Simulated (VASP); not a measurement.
A run of VASP 6.6.1:

Contents of INCAR:

```
SYSTEM = P
PREC     = Accurate       ! precision mode
ENCUT    = 520            ! plane-wave cutoff, eV
EDIFF    = 1E-8           ! SCF threshold, eV
ISMEAR   = -1             ! smearing method
SIGMA    = 0.08           ! smearing width, eV
LREAL    = .FALSE.        ! projectors in reciprocal space
LASPH    = .TRUE.         ! aspherical terms in the spheres
NELM     = 100            ! most SCF steps
ALGO     = Normal         ! electronic algorithm
ISIF     = 2              ! what is computed and relaxed
LWAVE    = .FALSE.        ! write WAVECAR
LCHARG   = .FALSE.        ! write CHGCAR
GGA      = PE             ! functional
LEFG     = .TRUE.       
NBANDS   = 8              ! bands
```

The input KPOINTS:

```
regular mesh
0
G
  14 14 13
  0 0 0
```

Contents of POSCAR:

```
P
1.0
    4.2729048574      0.0000000000      0.0000000000
    0.0000000000      4.2729048574      0.0000000000
    0.0000000000      0.0000000000      4.3780000000
P
1
Direct
    0.0000000000      0.0000000000      0.0000000000
```

Potentials or basis: VASP PAW PBE potentials, release 64 (P).

Launch:

```sh
$ cat potpaw_PBE.64/P/POTCAR > POTCAR
$ mpirun -np 1 vasp_std > vasp.out
```

Hardware: 1 thread of Intel(R) Xeon(R) Platinum 8375C CPU @ 2.90GHz (Ice Lake), on a shared host.

Q: Estimate the wall time of this run.

A: It took 84 s on 1 thread of Intel(R) Xeon(R) Platinum 8375C CPU @ 2.90GHz (Ice Lake) (shared host), peak memory 0.27 GiB. Counts: scf iterations 15, k points 252.
